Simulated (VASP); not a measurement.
# I (Fm-3m) in VASP: notebook

The runs below take I through single point, with LDA.

Everything below comes from runs of VASP 6.6.1. Logs are shortened: lines on timing, memory, paths and dates and some standing lists are left out, and cuts for length are marked.

## 1. The cell of the first run

It takes space group Fm-3m (No. 225, cubic). The conventional cell has a = 4.812 Å, b = 4.812 Å, c = 4.812 Å, α = 90.00°, β = 90.00°, γ = 90.00°. I (site symmetry m-3m) has 12 I at 3.40 Å within 4.5 Å.

## 2. Single point, LDA (volume scaled by 0.9)

INCAR

```
ALGO     = Normal         # electronic algorithm
EDIFF    = 1E-7           # SCF threshold, eV
ENCUT    = 520            # plane-wave cutoff, eV
GGA      = CA             # functional
ISIF     = 2              # what is computed and relaxed
ISMEAR   = -1             # smearing method
LASPH    = T              # aspherical terms in the spheres
LCHARG   = F              # write CHGCAR
LREAL    = F              # projectors in reciprocal space
LWAVE    = F              # write WAVECAR
NBANDS   = 10             # bands
NELM     = 60             # most SCF steps
PREC     = Accurate       # precision mode
SIGMA    = 0.05           # smearing width, eV
```

KPOINTS

```
k-points
0
Gamma
  14 14 14
```

POSCAR

```
I
1.0
    0.0000000000      2.4057785248      2.4057785248
    2.4057785248      0.0000000000      2.4057785248
    2.4057785248      2.4057785248      0.0000000000
I
1
Direct
    0.0000000000      0.0000000000      0.0000000000
```

Potentials or basis: VASP PAW LDA potentials, release 64 (I).

Launch:

```console
> cat potpaw_LDA.64/I/POTCAR > POTCAR
> mpirun -np 1 vasp_std > vasp.out
```

OUTCAR:

```text
EDIFF = 1E-7
   ENCUT = 520
   GGA = CA
   ISIF = 2
   ISMEAR = -1
   LASPH = T
   LREAL = F
   NELM = 60
   PREC = Accurate

 ion  position               nearest neighbor table
   1  0.000  0.000  0.000-

  LATTYP: Found a face centered cubic cell.
 ALAT       =     4.8115570496

  Lattice vectors:

 A1 = (   0.0000000000,   2.4057785248,   2.4057785248)
 A2 = (   2.4057785248,   0.0000000000,   2.4057785248)
 A3 = (   2.4057785248,   2.4057785248,   0.0000000000)

Analysis of symmetry for initial positions (statically):
=====================================================================
 Subroutine PRICEL returns:
 Original cell was already a primitive cell.

 Routine SETGRP: Setting up the symmetry group for a
 face centered cubic supercell.

 Subroutine GETGRP returns: Found 48 space group operations
 (whereof 48 operations were pure point group operations)
 out of a pool of 48 trial point group operations.

The static configuration has the point symmetry O_h .

Analysis of symmetry for dynamics (positions and initial velocities):
=====================================================================
 Subroutine PRICEL returns:
 Original cell was already a primitive cell.

 Routine SETGRP: Setting up the symmetry group for a
 face centered cubic supercell.

 Subroutine GETGRP returns: Found 48 space group operations
 (whereof 48 operations were pure point group operations)
 out of a pool of 48 trial point group operations.

The dynamic configuration has the point symmetry O_h .

 Subroutine INISYM returns: Found 48 space group operations
 (whereof 48 operations are pure point group operations),
 and found     1 'primitive' translations

----------------------------------------------------------------------------------------

                                     Primitive cell

  volume of cell :      27.8482

  direct lattice vectors                    reciprocal lattice vectors
     0.000000000  2.405778525  2.405778525    -0.207832930  0.207832930  0.207832930
     2.405778525  0.000000000  2.405778525     0.207832930 -0.207832930  0.207832930
     2.405778525  2.405778525  0.000000000     0.207832930  0.207832930 -0.207832930

  length of vectors
     3.402284618  3.402284618  3.402284618     0.359977194  0.359977194  0.359977194

  position of ions in fractional coordinates (direct lattice)
     0.000000000  0.000000000  0.000000000

  ion indices of the primitive-cell ions
   primitive index   ion index
                 1           1

----------------------------------------------------------------------------------------

 KPOINTS: k-points

Automatic generation of k-mesh.
 Grid dimensions read from file:
 generate k-points for:   14   14   14

 Generating k-lattice:

  Cartesian coordinates                     Fractional coordinates (reciprocal lattice)
    -0.014845209  0.014845209  0.014845209     0.071428571  0.000000000  0.000000000
     0.014845209 -0.014845209  0.014845209     0.000000000  0.071428571  0.000000000
     0.014845209  0.014845209 -0.014845209     0.000000000  0.000000000  0.071428571

  Length of vectors
     0.025712657  0.025712657  0.025712657

  Shift w.r.t. Gamma in fractional coordinates (k-lattice)
     0.000000000  0.000000000  0.000000000

 Subroutine IBZKPT returns following result:
 ===========================================

 Found    104 irreducible k-points:

 Following reciprocal coordinates:
            Coordinates               Weight
  0.000000  0.000000  0.000000      1.000000
  0.071429  0.000000  0.000000      8.000000
  0.142857  0.000000  0.000000      8.000000
  0.214286  0.000000  0.000000      8.000000
  0.285714  0.000000  0.000000      8.000000
  0.357143  0.000000  0.000000      8.000000
[... 16 lines left out ...]
  0.214286  0.142857  0.000000     24.000000
  0.285714  0.142857  0.000000     24.000000
 [... further k-points ...]
   k-points           NKPTS =    104   k-points in BZ     NKDIM =    104   number of bands    NBANDS=     10
   number of dos      NEDOS =    301   number of ions     NIONS =      1
   total plane-waves  NPLWV =  21952
   dimension x,y,z NGX =    28 NGY =   28 NGZ =   28
   dimension x,y,z NGXF=    56 NGYF=   56 NGZF=   56
   ions per type =               1
   NGX,Y,Z   is equivalent  to a cutoff of  13.68, 13.68, 13.68 a.u.
   NGXF,Y,Z  is equivalent  to a cutoff of  27.36, 27.36, 27.36 a.u.
 SYSTEM =  unknown system
   PREC   = accura    normal or accurate (medium, high low for compatibility)
   ISTART =      0    job   : 0-new  1-cont  2-samecut
   ICHARG =      2    charge: 1-file 2-atom 10-const
   ISPIN  =      1    spin polarized calculation?
   LNONCOLLINEAR =      F non collinear calculations
   LSORBIT =      F    spin-orbit coupling
   LASPH  =      T    aspherical Exc in radial PAW
   ENCUT  =  520.0 eV  38.22 Ry    6.18 a.u.   6.33  6.33  6.33*2*pi/ulx,y,z
   NELM   =     60;   NELMIN=  2; NELMDL= -5     # of ELM steps
   EDIFF  = 0.1E-06   stopping-criterion for ELM
   LREAL  =      F    real-space projection
   EDIFFG = 0.1E-05   stopping-criterion for IOM
   NSW    =      0    number of steps for IOM
   IBRION =     -1    ionic relax: 0-MD 1-quasi-New 2-CG
   NFREE  =      0    steps in history (QN), initial steepest desc. (CG)
   ISIF   =      2    stress and relaxation
   ISYM   =      2    0-nonsym 1-usesym 2-fastsym
   POTIM  = 0.5000    time-step for ionic-motion
   TEBEG  =    0.0;   TEEND  =   0.0 temperature during run
   PSTRESS=    0.0 pullay stress
   NELECT =       7.0000    total number of electrons
   NUPDOWN=      -1.0000    fix difference up-down
   EMIN   =  10.00;   EMAX   =-10.00  energy-range for DOS
   EFERMI =   0.00;   METHOD = LEGACY
   ISMEAR =    -1;   SIGMA  =   0.05  broadening in eV -4-tet -1-fermi 0-gaus
   EFERMI_NEDOS =   21; number of points for ismear=-14 and -15
   IALGO  =     38    algorithm
   IMIX   =      4    mixing-type and parameters
     AMIX     =   0.40;   BMIX     =  1.00
     AMIX_MAG =   1.60;   BMIX_MAG =  1.00
  volume/ion in A,a.u.               =      27.85       187.93
  Fermi-wavevector in a.u.,A,eV,Ry     =   1.033178  1.952424 14.523635  1.067457
  Thomas-Fermi vector in A             =   2.167412
   LORBIT       =      0    0 simple, 1 ext, 2 COOP (PROOUT), +10 PAW based schemes
   GGA     = CA    functional components
   LHFCALC =     F    Hartree Fock is set to
   AEXX    =    0.0000 exact exchange contribution
   IVDW    =     0    specifies the selected vdW correction
   LEPSILON=     F    determine dielectric tensor
   LRPA    =     F    only Hartree local field effects (RPA)
 non-spin polarized calculation
  energy-cutoff  :      520.00
  volume of cell :       27.85
 maximum number of plane-waves:       760
 NGX is ok and might be reduce to    28
   NGX = 13   NGY = 13   NGZ = 13

 number of electron       7.0000000 magnetization

 Free energy of the ion-electron system (eV)
  ---------------------------------------------------
  ext. energy  EPLUGINS =         0.00000000
  ---------------------------------------------------
  free energy    TOTEN  =        -1.65295700 eV

  energy without entropy =       -1.64428177  energy(sigma->0) =       -1.64861938

 E-fermi :   7.5767     XC(G=0): -10.3852

 val. band max:        7.5489070037   @ k =  -0.3571   0.2143   0.0000
 cond. band min:       7.5791870372   @ k =   0.5000   0.0714   0.0000
 fundamental gap:      0.0302800335
 Fermi energy:         7.5767270537

 k-point     1 :       0.0000    0.0000    0.0000
  band No.  band energies     occupation
      1      -7.5933      2.00000
      2       9.1253      0.00000
      3       9.1253      0.00000
      4       9.1253      0.00000
      5      16.2193      0.00000
      6      17.1718      0.00000
      7      17.1718      0.00000
      8      17.1718      0.00000
      9      18.7575      0.00000
     10      21.8047      0.00000

 k-point     2 :       0.0714    0.0000    0.0000
  band No.  band energies     occupation
      1      -7.5136      2.00000
      2       8.5161      0.00000
      3       9.0563      0.00000
      4       9.0563      0.00000
      5      16.3476      0.00000
      6      16.9596      0.00000
      7      17.3205      0.00000
      8      17.3205      0.00000
      9      19.7128      0.00000
     10      21.0066      0.00000

 k-point     3 :       0.1429    0.0000    0.0000
  band No.  band energies     occupation
      1      -7.2784      2.00000
      2       7.1146      1.99981
      3       8.8745      0.00000
      4       8.8745      0.00000
      5      15.6678      0.00000
      6      17.6416      0.00000
      7      17.6416      0.00000
      8      18.0464      0.00000
      9      20.1764      0.00000
     10      20.1764      0.00000

 k-point     4 :       0.2143    0.0000    0.0000
  band No.  band energies     occupation
      1      -6.9017      2.00000
      2       5.4759      2.00000
      3       8.6360      0.00000
      4       8.6360      0.00000
      5      15.0695      0.00000
      6      17.6818      0.00000
      7      17.6818      0.00000
      8      19.3641      0.00000
      9      20.1128      0.00000
     10      20.1128      0.00000
[... 222 lines left out ...]
 k-point    22 :       0.1429    0.1429    0.0000
  band No.  band energies     occupation
      1      -7.1727      2.00000
      2       7.4704      1.78699
      3       8.2584      0.00000
      4       8.2584      0.00000
      5      15.0645      0.00000
      6      16.8934      0.00000
      7      18.6120      0.00000
      8      18.6120      0.00000
      9      19.1659      0.00000
     10      21.7844      0.00000

 k-point    23 :       0.2143    0.1429    0.0000
  band No.  band energies     occupation
      1      -6.8934      2.00000
      2       6.3582      2.00000
      3       7.9203      0.00207
      4       8.0393      0.00019
      5      14.7526      0.00000
      6      16.2429      0.00000
      7      18.4551      0.00000
      8      19.1296      0.00000
      9      20.6033      0.00000
     10      22.0061      0.00000

 k-point    24 :       0.2857    0.1429    0.0000
  band No.  band energies     occupation
      1      -6.4850      2.00000
      2       4.9297      2.00000
      3       7.6481      0.38680
      4       7.7312      0.08701
      5      14.6529      0.00000
      6      16.0368      0.00000
      7      18.2093      0.00000
      8      19.0887      0.00000
      9      22.1255      0.00000
     10      22.3533      0.00000

 [... further k-points ...]
[... 5 lines left out ...]
  --------------------------------------------------------------------------------------
  -------------------------------------------------------------------------------------
  Total        0.9132972      0.9132972      0.9132972      0.0000000      0.0000000      0.0000000
  in kB       52.5443202     52.5443202     52.5443202      0.0000000      0.0000000      0.0000000
  external PRESSURE =      52.5443202 kB  Pullay stress =       0.0000000 kB

 VOLUME and BASIS-vectors are now :
 -----------------------------------------------------------------------------
  energy-cutoff  :      520.00
  volume of cell :       27.85
      direct lattice vectors                 reciprocal lattice vectors
     0.000000000  2.405778525  2.405778525    -0.207832930  0.207832930  0.207832930
     2.405778525  0.000000000  2.405778525     0.207832930 -0.207832930  0.207832930
     2.405778525  2.405778525  0.000000000     0.207832930  0.207832930 -0.207832930

 POSITION                                       TOTAL-FORCE (eV/Angst)
 -----------------------------------------------------------------------------------
      0.00000      0.00000      0.00000        -0.000000     -0.000000      0.000000
 -----------------------------------------------------------------------------------
    total drift:                                0.000000      0.000000      0.000000

  FREE ENERGIE OF THE ION-ELECTRON SYSTEM (eV)
  ---------------------------------------------------
  free  energy   TOTEN  =        -1.6529569977 eV

  energy  without entropy=       -1.6442817686  energy(sigma->0) =       -1.64861938
```

Run time: 10 s. Hardware: 1 thread of Intel Xeon 6975P-C (Granite Rapids), shared host; peak memory 0.15 GiB.

Results:

* Free energy: -1.6530 eV
* Pressure: 5.3 GPa

Levels at points of the mesh, in eV from the Fermi level:
```tsv
k point	band 1	band 2	band 3	band 4	band 5	band 6	band 7	band 8	band 9
(0.00, 0.00, 0.00)	-15.17	1.55	1.55	1.55	8.64	9.60	9.60	9.60	11.18
(0.50, 0.00, 0.00)	-12.81	-6.39	0.46	0.46	6.58	8.88	8.88	10.52	17.46
(0.50, 0.50, 0.00)	-11.91	-5.74	-1.68	-1.68	3.85	4.63	18.35	18.53	18.53
```

Caveat: the cell differs from its parent crystal (volume scaled by 0.9); spin-orbit coupling is left out, which moves the levels of the heavy elements; an odd number of electrons without spin polarisation forces a metal; a magnetic or distorted state may lie lower.

## 3. Single point, LDA

This run uses another cell than the first one, of 30.94 Å³/atom, 1.111 times its volume.

INCAR

```
SYSTEM = I
  PREC = Accurate
  ENCUT = 520
  EDIFF = 1E-6
  ISMEAR = -1
  SIGMA = 0.05
  LREAL = .FALSE.
  LASPH = .TRUE.
  NELM = 80
  ALGO = Normal
  ISIF = 2
  LWAVE = .FALSE.
  LCHARG = .FALSE.
  NBANDS = 10
```

KPOINTS

```
Automatic mesh
0
G
  14 14 14
  0 0 0
```

POSCAR

```
I
1.0
    0.0000000000      2.4917710781      2.4917710781
    2.4917710781      0.0000000000      2.4917710781
    2.4917710781      2.4917710781      0.0000000000
I
1
Direct
    0.0000000000      0.0000000000      0.0000000000
```

Potentials or basis: VASP PAW LDA potentials, release 64 (I).

Launch:

```console
> cat potpaw_LDA.64/I/POTCAR > POTCAR
> mpirun -np 1 vasp_std > vasp.out
```

Wall time 8.7 s (1 thread of Intel Xeon 6975P-C (Granite Rapids), shared host); peak memory 0.15 GiB.

Results (log left out):

- Free energy: -1.6984 eV
- Pressure: -0.1 GPa

Levels at points of the mesh, in eV from the Fermi level:
| k point | band 2 | band 3 | band 4 | band 5 | band 6 | band 7 |
| --- | --- | --- | --- | --- | --- | --- |
| (0.00, 0.00, 0.00) | 1.27 | 1.27 | 1.27 | 7.79 | 9.62 | 9.62 |
| (0.50, 0.00, 0.00) | -5.49 | 0.37 | 0.37 | 6.50 | 8.98 | 8.98 |
| (0.50, 0.50, 0.00) | -4.93 | -1.41 | -1.41 | 4.25 | 5.07 | 17.61 |

Caveat: spin-orbit coupling is left out, which moves the levels of the heavy elements; an odd number of electrons without spin polarisation forces a metal; a magnetic or distorted state may lie lower.
